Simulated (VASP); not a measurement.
SnTe, 2 atoms in the cell. It takes space group Fm-3m (No. 225, cubic). The conventional cell has a = 6.302 Å, b = 6.302 Å, c = 6.302 Å, α = 90.00°, β = 90.00°, γ = 90.00°. Te (site symmetry m-3m) has 6 Sn at 3.15 Å within 4.1 Å. Sn (site symmetry m-3m) has 6 Te at 3.15 Å within 4.1 Å. 

* Program: VASP 6.6.1
* Task: single point
* Functional: PBE
* Potentials or basis: VASP PAW PBE potentials, release 64 (Te, Sn_d)
* Cutoff: 520 eV
* k mesh: 5 × 5 × 5
* Occupations: fermi-dirac, width 0.05 eV
* Spin: no spin polarisation
* Dipole correction: no
* Further INCAR settings: ALGO = Normal; EDIFF = 1e-06; NBANDS = 17

Potentials or basis: VASP PAW PBE potentials, release 64 (Te, Sn_d).

Launch:

```bash
$ cat potpaw_PBE.64/Te/POTCAR potpaw_PBE.64/Sn_d/POTCAR > POTCAR
$ mpirun -np 1 vasp_std > vasp.out
```

Hardware: 1 thread of AMD EPYC 7R43 64-Core Processor (Zen 3), on a shared host.

**Question.** How long does it take, and how much memory?

**Answer.** It took 18 s on 1 thread of AMD EPYC 7R43 64-Core Processor (Zen 3), on a shared host, peak memory 0.16 GiB. Counts: scf iterations 12, k points 10.
